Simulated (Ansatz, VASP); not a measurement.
**Hg in VASP and in Ansatz**

INCAR

```
PREC = Accurate
ENCUT = 520
EDIFF = 1E-6
ISMEAR = -1
SIGMA = 0.08
LREAL = False
LASPH = True
NELM = 60
ALGO = Normal
ISIF = 2
LWAVE = False
LCHARG = False
GGA = PE
NBANDS = 12
```

The input KPOINTS:

```
Automatic mesh
0
Gamma
  12 12 12
```

The input POSCAR:

```
Hg
1.0
    2.3402918861      0.0000000000      0.0000000000
    0.0000000000      2.3402918861      0.0000000000
    0.0000000000      0.0000000000      2.3402918861
Hg
1
Direct
    0.0000000000      0.0000000000      0.0000000000
```

Input for Ansatz:

```yaml
crystal:
  lattice:
    - [2.3402918861, 0.0, 0.0]
    - [0.0, 2.3402918861, 0.0]
    - [0.0, 0.0, 2.3402918861]
  atoms:
    - { symbol: Hg, position: [0.0, 0.0, 0.0] }
kpoints:
  mp_grid: { grid: [12, 12, 12] }
  band_path:
    path:
      - [0.0, 0.0, 0.0]
      - [0.0, 0.5, 0.0]
      - [0.5, 0.5, 0.0]
      - [0.0, 0.0, 0.0]
      - [0.5, 0.5, 0.5]
      - [0.0, 0.5, 0.0]
      - [0.5, 0.5, 0.5]
      - [0.5, 0.5, 0.0]
    npoints: 8
scf:
  occupations: { method: fermi_dirac, width: 0.08 }
hamiltonian:
  xc: pbe
  pseudopotentials: { kind: all_electron, lapw: { basis_error: 0.001 } }
output:
  forces: true
  stress: true
  eigenvalues: true
  populations: true
  dos: { projected: true, de: 0.2, e_range: [-14, 8] }
```

Change from the starting cell: volume scaled by 0.43, LAPW.

Alike in both runs: task single point; functional PBE; k mesh 12 × 12 × 12; occupations fermi-dirac, width 0.08 eV; no spin polarisation.

|  | VASP | Ansatz |
| --- | --- | --- |
| version | VASP 6.6.1 | Ansatz 0.2.0 |
| potentials or method | VASP PAW PBE potentials, release 64 (Hg), cutoff 520 eV | all-electron LAPW, scalar-relativistic |

```csv
,VASP,Ansatz,Ansatz less VASP
pressure (GPa),270.3,256.4,-13.92
```

Both programs put the cell under a high pressure, so it lies far from rest at this level. Ansatz ran all-electron here, and VASP with PAW potentials.

Neither program's run includes spin-orbit coupling. Noted on VASP's run: the cell as given lies far from equilibrium.
